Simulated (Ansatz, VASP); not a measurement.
SnO2 in VASP and in Ansatz

```xyz
6
Lattice="4.8214 0.0000 0.0000 0.0000 4.8214 0.0000 0.0000 0.0000 3.2378" Properties=species:S:1:pos:R:3 pbc="T T T"
Sn    0.0000    0.0000    0.0000
Sn    2.4107    2.4107    1.6189
O     1.4762    1.4762    0.0000
O     0.9345    3.8869    1.6189
O     3.3453    3.3453    0.0000
O     3.8869    0.9345    1.6189
```

Alike in both runs: functional PBE; k mesh 4 × 4 × 6; occupations gaussian, width 0.1 eV; no spin polarisation.

Ansatz relaxed the structure, and its values are those at the end. VASP's run is a single point on that final structure, the one shown.

|  | VASP | Ansatz |
| --- | --- | --- |
| version | VASP 6.6.1 | Ansatz 0.2.0 |
| potentials or method | VASP PAW PBE potentials, release 64 (Sn_d, O), cutoff 600 eV | scalar-relativistic, plane waves, PAW |
| valence electrons in the cell | 52 | 52 |

Ansatz gave:

```
gap on the k mesh at the Fermi level (eV) : 0.70
least direct gap on the mesh (eV)         : 0.70
pressure (GPa)                            : 0.3
rms of the force components (eV/Å)        : 0.025
```

Question: Estimate VASP's values.

Answer: gap on the k mesh at the Fermi level (eV): 0.68; least direct gap on the mesh (eV): 0.68; pressure (GPa): 0.8; rms of the force components (eV/Å): 0.017.
